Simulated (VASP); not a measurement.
# La2O3 (P-62m) in VASP: settings compared, part 2 of 2

VASP 6.6.1. The steps go on from the part before.

## Step 4: Single point, r2SCAN

This run uses another cell than the first one, of 22.45 Å³/atom.

The input, POSCAR:

```
La2O3
1.0
    6.2667802772      0.0000000000      0.0000000000
   -3.1333901386      5.4271909200      0.0000000000
    0.0000000000      0.0000000000      3.2997660000
La O
2 3
Direct
    0.6666666667      0.3333333333      0.5000000000
    0.3333333333      0.6666666667      0.5000000000
    0.5080139900      0.0000000000      0.0000000000
    0.0000000000      0.5080139900      0.0000000000
    0.4919860100      0.4919860100      0.0000000000
```

The input, INCAR.step1:

```
SYSTEM = La2O3
PREC = Accurate
ENCUT = 520
ISMEAR = 0
SIGMA = 0.01
LREAL = .FALSE.
LASPH = .TRUE.
NELM = 60
NBANDS = 28
GGA = PE
ALGO = Normal
EDIFF = 1E-4
LWAVE = .TRUE.
LCHARG = .FALSE.
```

The input, INCAR.step2:

```
SYSTEM = La2O3
PREC = Accurate
ENCUT = 520
EDIFF = 1E-7
ISMEAR = 0
SIGMA = 0.01
LREAL = .FALSE.
LASPH = .TRUE.
NELM = 60
ALGO = Normal
ISIF = 2
LWAVE = .FALSE.
LCHARG = .FALSE.
METAGGA = R2SCAN
LMIXTAU = .TRUE.
NBANDS = 28
ISTART = 1
```

The input, KPOINTS:

```
Automatic mesh
0
G
  6 6 8
  0 0 0
```

Potentials or basis: VASP PAW PBE potentials, release 64 (La, O).

Started as:

```bash
> cat potpaw_PBE.64/La/POTCAR potpaw_PBE.64/O/POTCAR > POTCAR
> cp INCAR.step1 INCAR
> mpirun -np 1 vasp_std > vasp.out
> cp INCAR.step2 INCAR
> mpirun -np 1 vasp_std > vasp.out
```

OUTCAR:

```text
SYSTEM = La2O3
   PREC = Accurate
   ENCUT = 520
   EDIFF = 1E-7
   ISMEAR = 0
   LREAL = .FALSE.
   LASPH = .TRUE.
   NELM = 60
   ISIF = 2
   METAGGA = R2SCAN
   ISTART = 1

 ion  position               nearest neighbor table
   1  0.667  0.333  0.500-   3 2.45   3 2.45   4 2.45   4 2.45   5 2.45   5 2.45   2 3.62   2 3.62
                             2 3.62
   2  0.333  0.667  0.500-   4 2.45   4 2.45   3 2.45   3 2.45   5 2.45   5 2.45   1 3.62   1 3.62
                             1 3.62
   3  0.508  0.000  0.000-   1 2.45   1 2.45   2 2.45   2 2.45
   4  0.000  0.508  0.000-   2 2.45   2 2.45   1 2.45   1 2.45
   5  0.492  0.492  0.000-   1 2.45   1 2.45   2 2.45   2 2.45

  LATTYP: Found a hexagonal cell.
 ALAT       =     6.2667802772
 C/A-ratio  =     0.5265488583

  Lattice vectors:

 A1 = (   6.2667802772,   0.0000000000,   0.0000000000)
 A2 = (  -3.1333901386,   5.4271909200,   0.0000000000)
 A3 = (   0.0000000000,   0.0000000000,   3.2997660000)

Analysis of symmetry for initial positions (statically):
[... 177 lines left out ...]

  energy without entropy =      -94.71788738  energy(sigma->0) =      -94.71788738

 E-fermi :   3.2315     XC(G=0):  -8.8683

 val. band max:        3.1627059702   @ k =   0.0000   0.0000   0.5000
 cond. band min:       5.0469600905   @ k =   0.0000   0.0000   0.0000
 fundamental gap:      1.8842541203
 Fermi energy:         3.2315366541

 k-point     1 :       0.0000    0.0000    0.0000
  band No.  band energies     occupation
      1     -28.3194      2.00000
      2     -28.0792      2.00000
      3     -15.2517      2.00000
      4     -15.2517      2.00000
      5     -13.6873      2.00000
      6     -11.4008      2.00000
[... 733 lines left out ...]
     27       8.3788      0.00000
     28       8.4786      0.00000

 [... further k-points ...]

------------------------ aborting loop because EDIFF is reached ----------------------------------------

  FORCE on cell =-STRESS in cart. coord.  units (eV):
  Direction    XX          YY          ZZ          XY          YZ          ZX
  --------------------------------------------------------------------------------------
  -------------------------------------------------------------------------------------
  Total        1.4007218      1.4007218     -0.5883087      0.0000000      0.0000000      0.0000000
  in kB       19.9967660     19.9967660     -8.3987205      0.0000000      0.0000000      0.0000000
  external PRESSURE =      10.5316038 kB  Pullay stress =       0.0000000 kB

 VOLUME and BASIS-vectors are now :
 -----------------------------------------------------------------------------
  energy-cutoff  :      520.00
  volume of cell :      112.23
      direct lattice vectors                 reciprocal lattice vectors
     6.266780277  0.000000000  0.000000000     0.159571575  0.092128692  0.000000000
    -3.133390139  5.427190920  0.000000000     0.000000000  0.184257384  0.000000000
     0.000000000  0.000000000  3.299766000     0.000000000  0.000000000  0.303051792

 POSITION                                       TOTAL-FORCE (eV/Angst)
 -----------------------------------------------------------------------------------
      3.13339      1.80906      1.64988        -0.000000      0.000000     -0.000000
     -0.00000      3.61813      1.64988        -0.000000     -0.000000     -0.000000
      3.18361      0.00000      0.00000        -0.051786     -0.000000     -0.000000
     -1.59181      2.75709      0.00000         0.025893     -0.044848     -0.000000
      1.54158      2.67010      0.00000         0.025893      0.044848      0.000000
 -----------------------------------------------------------------------------------
    total drift:                               -0.000000     -0.000000     -0.000000

  FREE ENERGIE OF THE ION-ELECTRON SYSTEM (eV)
  ---------------------------------------------------
  free  energy   TOTEN  =       -94.7178873757 eV

  energy  without entropy=      -94.7178873757  energy(sigma->0) =      -94.71788738
```

OUTCAR.step1:

```text
SYSTEM = La2O3
   PREC = Accurate
   ENCUT = 520
   ISMEAR = 0
   LREAL = .FALSE.
   LASPH = .TRUE.
[... 980 lines left out ...]
      3.18361      0.00000      0.00000        -0.047559     -0.000000     -0.000000
     -1.59181      2.75709      0.00000         0.023779     -0.041187     -0.000000
      1.54158      2.67010      0.00000         0.023779      0.041187      0.000000
 -----------------------------------------------------------------------------------
    total drift:                               -0.000000     -0.000000     -0.000000

  FREE ENERGIE OF THE ION-ELECTRON SYSTEM (eV)
  ---------------------------------------------------
  free  energy   TOTEN  =       -40.7447295975 eV

  energy  without entropy=      -40.7447295975  energy(sigma->0) =      -40.74472960
```

OSZICAR.step1:

```text
N       E                     dE             d eps       ncg     rms          rms(c)
DAV:   1     0.528211662671E+03    0.52821E+03   -0.16031E+04  2040   0.203E+03
DAV:   2     0.106111545849E+03   -0.42210E+03   -0.40008E+03  2704   0.336E+02
DAV:   3    -0.282690027574E+02   -0.13438E+03   -0.13049E+03  3112   0.216E+02
DAV:   4    -0.469893036580E+02   -0.18720E+02   -0.18393E+02  3380   0.787E+01
DAV:   5    -0.481122596127E+02   -0.11230E+01   -0.11221E+01  3392   0.225E+01    0.156E+01
DAV:   6    -0.413196759743E+02    0.67926E+01   -0.59757E+01  3120   0.399E+01    0.803E+00
DAV:   7    -0.409777194928E+02    0.34196E+00   -0.62063E+00  3824   0.228E+01    0.357E+00
DAV:   8    -0.407420198026E+02    0.23570E+00   -0.98205E-01  3488   0.800E+00    0.108E+00
DAV:   9    -0.407220254769E+02    0.19994E-01   -0.25521E-01  3640   0.381E+00    0.422E-01
DAV:  10    -0.407401183658E+02   -0.18093E-01   -0.25687E-02  3280   0.107E+00    0.136E-01
DAV:  11    -0.407437858504E+02   -0.36675E-02   -0.61021E-03  2808   0.523E-01    0.849E-02
DAV:  12    -0.407447151913E+02   -0.92934E-03   -0.12570E-03  2824   0.298E-01    0.492E-02
DAV:  13    -0.407447295975E+02   -0.14406E-04   -0.59110E-04  2768   0.186E-01
   1 F= -.40744730E+02 E0= -.40744730E+02  d E =-.222116E-26
```

Run time: 15 min. Hardware: 1 thread of Intel Xeon Platinum 8259CL at 2.50GHz (Skylake/Cascade Lake), shared host; peak memory 0.33 GiB.

Results:

```
Free energy            : -94.7179 eV
Pressure               : 1.1 GPa
Largest force          : 0.052 eV/Å
Band gap on the k mesh : 1.88 eV (least direct gap 2.41 eV)
```

Forces in eV/Å, atoms in the order of the input:
```
La   0.000  0.000  0.000
La   0.000  0.000  0.000
O   -0.052  0.000  0.000
O    0.026 -0.045  0.000
O    0.026  0.045  0.000
```

Caveat: the PAW data sets were made with another functional, which shifts forces and pressure a little; spin-orbit coupling is left out, which moves the levels of the heavy elements. A k mesh can miss the band edges.

## Step 5: Relaxation of cell and atoms, revPBE+D4

This run uses another cell than the first one, of 22.45 Å³/atom.

The input, INCAR:

```
PREC = Accurate
ENCUT = 600
EDIFF = 1E-6
ISMEAR = -1
SIGMA = 0.05
LREAL = False
LASPH = True
NELM = 60
ALGO = Normal
ISIF = 3
LWAVE = False
LCHARG = False
GGA = RE
IVDW = 13
IBRION = 2
NSW = 60
EDIFFG = -0.01
```

The input, KPOINTS:

```
regular mesh
0
Gamma
  5 5 8
```

POSCAR is that of step 4.

Started as:

```bash
> cat potpaw_PBE.64/La/POTCAR potpaw_PBE.64/O/POTCAR > POTCAR
> mpirun -np 1 vasp_std > vasp.out
```

Wall time 9.9 min (1 thread of Intel Xeon Platinum 8259CL at 2.50GHz (Skylake/Cascade Lake), shared host); peak memory 0.32 GiB.

Results (log left out):

```
Free energy                           : -40.7257 eV
Relaxed volume                        : 22.75 Å³/atom
Relaxed cell                          : a = 6.327 Å, b = 6.327 Å, c = 3.282 Å, α = 90.00°, β = 90.00°, γ = 120.00°
Space group after relaxing (to 0.1 Å) : P6/mmm (No. 191)
Energy gained by relaxing             : 2.7 meV/atom
Ionic steps                           : 9
Pressure after relaxing               : 0.0 GPa
Band gap on the k mesh                : 1.66 eV (least direct gap 2.15 eV)
Dispersion energy per atom            : -0.291 eV
```

The path:
| step | energy change (eV) | largest force (eV/Å) | pressure (GPa) | volume (Å³) |
| --- | --- | --- | --- | --- |
| 1 | 0.0000 | 0.0442 | 0.70 | 112.23 |
| 2 | -0.0099 | 0.0502 | -0.16 | 113.83 |
| 3 | -0.0099 | 0.0504 | -0.16 | 113.85 |
| 4 | -0.0103 | 0.0467 | 0.16 | 113.53 |
| 5 | -0.0103 | 0.0467 | 0.09 | 113.60 |
| 6 | -0.0108 | 0.0433 | 0.08 | 113.61 |
| 7 | -0.0121 | 0.0348 | 0.07 | 113.65 |
| 8 | -0.0135 | 0.0105 | 0.02 | 113.72 |
| 9 | -0.0137 | 0.0019 | 0.00 | 113.75 |

Final structure:
```cif
data_structure
_symmetry_space_group_name_H-M 'P 1'
_symmetry_Int_Tables_number 1
_cell_length_a 6.3266
_cell_length_b 6.3266
_cell_length_c 3.2816
_cell_angle_alpha 90.000
_cell_angle_beta 90.000
_cell_angle_gamma 120.000
_cell_volume 113.75
loop_
_atom_site_label
_atom_site_type_symbol
_atom_site_fract_x
_atom_site_fract_y
_atom_site_fract_z
_atom_site_occupancy
La1 La 0.66667 0.33333 0.50000 1
La2 La 0.33333 0.66667 0.50000 1
O1 O 0.50007 0.00000 0.00000 1
O2 O 0.00000 0.50007 0.00000 1
O3 O 0.49993 0.49993 0.00000 1
```

Levels at points of the mesh, in eV from the valence-band top:
| k point | band 16 | band 17 | band 18 | band 19 | band 20 | band 21 | band 22 | band 23 | band 24 |
| --- | --- | --- | --- | --- | --- | --- | --- | --- | --- |
| (0.00, 0.00, 0.00) | -1.88 | -1.00 | -1.00 | -0.70 | -0.48 | 1.66 | 3.59 | 4.00 | 4.00 |
| (0.00, 0.00, 0.50) | -1.50 | -1.16 | -1.16 | -0.32 | 0.00 | 4.28 | 4.35 | 4.36 | 4.43 |

Caveat: the PAW data sets were made with another functional, which shifts forces and pressure a little; spin-orbit coupling is left out, which moves the levels of the heavy elements. A k mesh can miss the band edges.

## Step 6: The runs side by side

| task | level | potentials or basis | cell | k mesh | cutoff (eV) | smearing | gap on the mesh (eV) | pressure (GPa) | largest force (eV/Å) |
| --- | --- | --- | --- | --- | --- | --- | --- | --- | --- |
| single point | PBEsol | VASP PAW PBE potentials, release 64 (La, O) | a = 6.390, b = 6.390, c = 3.364 Å, angles 90.0, 90.0, 120.0°, 5 atoms | 5 × 5 × 8 | 520 | fermi-dirac 0.05 eV | 1.74 | -6.1 | 0.09 |
| single point | LDA | VASP PAW LDA potentials, release 64 (La, O) | a = 6.267, b = 6.267, c = 3.300 Å, angles 90.0, 90.0, 120.0°, 5 atoms | 6 × 6 × 8 | 520 | gaussian 0.01 eV | 1.38 | -3.3 | 0.07 |
| single point | r2SCAN | VASP PAW PBE potentials, release 64 (La, O) | a = 6.267, b = 6.267, c = 3.300 Å, angles 90.0, 90.0, 120.0°, 5 atoms | 6 × 6 × 8 | 520 | gaussian 0.01 eV | 1.88 | 1.1 | 0.05 |
| relaxation of cell and atoms | revPBE+D4 | VASP PAW PBE potentials, release 64 (La, O) | relaxed from a = 6.267, b = 6.267, c = 3.300 Å, angles 90.0, 90.0, 120.0°, 5 atoms | 5 × 5 × 8 | 600 | fermi-dirac 0.05 eV | 1.66 | 0.0 | - |

Alike in all rows: no spin polarisation.

Caveats: spin-orbit coupling is left out, which moves the levels of the heavy elements; the PAW data sets were made with another functional, which shifts forces and pressure a little (at least some runs); the stress differs along the axes, from -10 to -4 GPa (at least some runs); the cell stands under tension (at least some runs).

Absolute energies hang on the potentials; compare differences alone.
